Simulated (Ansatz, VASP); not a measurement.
**Two plane-wave programs on Mg3Te2O**

File INCAR:

```
SYSTEM = Mg3Te2O
ALGO = Normal
EDIFF = 1E-6
EDIFFG = -0.01
ENCUT = 600
GGA = PE
IBRION = 2
ISIF = 3
ISMEAR = 0
LASPH = .TRUE.
LCHARG = .FALSE.
LREAL = .FALSE.
LWAVE = .FALSE.
NELM = 60
NSW = 100
PREC = Accurate
SIGMA = 0.01
```

KPOINTS

```
k-points
0
G
  12 12 4
  0 0 0
```

POSCAR

```
Mg3Te2O
1.0
    4.1740946734      0.0000000000      0.0000000000
   -2.0870473367      3.6148720249      0.0000000000
    0.0000000000      0.0000000000      9.1717916713
Mg Te O
3 2 1
Direct
    0.0000000000      0.0000000000      0.5000000000
    0.3333333333      0.6666666667      0.0000000000
    0.3333333333      0.6666666667      0.5000000000
    0.6666666667      0.3333333333      0.2955313775
    0.6666666667      0.3333333333      0.7044686225
    0.0000000000      0.0000000000      0.0000000000
```

Input for Ansatz:

```yaml
crystal:
  lattice:
    - [4.1740946734, 0.0, 0.0]
    - [-2.0870473367, 3.6148720249, 0.0]
    - [0.0, 0.0, 9.1717916713]
  atoms:
    - { symbol: Mg, position: [0.0, 0.0, 0.5] }
    - { symbol: Mg, position: [0.3333333333, 0.6666666667, 0.0] }
    - { symbol: Mg, position: [0.3333333333, 0.6666666667, 0.5] }
    - { symbol: Te, position: [0.6666666667, 0.3333333333, 0.2955313775] }
    - { symbol: Te, position: [0.6666666667, 0.3333333333, 0.7044686225] }
    - { symbol: O, position: [0.0, 0.0, 0.0] }
basis:
  ecutwfc: 420
kpoints:
  mp_grid: { grid: [12, 12, 4] }
hamiltonian:
  xc: pbe
scf:
  occupations: { method: gaussian, width: 0.01 }
output:
  forces: true
  stress: true
  eigenvalues: true
  write_density: true
  write_potential: true
  elf: true
  volumetric_format: npy
relax:
  adjacent_minimum: "off"
  f_tol: 0.01
  max_steps: 80
  cell: { stress_tol: 0.05 }
```

Change from the starting cell: species swapped into the Ce2CuGe3 type (P-6m2, No. 187).

Alike in both runs: task relaxation of cell and atoms; functional PBE; k mesh 12 × 12 × 4; occupations gaussian, width 0.01 eV; no spin polarisation.

```csv
,VASP,Ansatz
version,VASP 6.6.1,Ansatz 0.2.0
potentials or method,"VASP PAW PBE potentials, release 64 (Mg, Te, O), cutoff 600 eV","scalar-relativistic, plane waves, PAW"
valence electrons in the cell,24,68
```

|  | VASP | Ansatz | Ansatz less VASP |
| --- | --- | --- | --- |
| gap on the k mesh at the Fermi level, each at its own relaxed structure (eV) | 0.08 | 0.10 | +0.026 |
| relaxed volume (Å³/atom) | 22.74 | 22.88 | +0.142 |
| relaxed cell length with the largest relative difference (Å) | 9.035 | 9.094 | +0.0591 |

VASP's potentials hold 24 valence electrons a cell and Ansatz's 68, so a difference there can come from the potentials and not from the codes.

Spin-orbit coupling is off throughout.
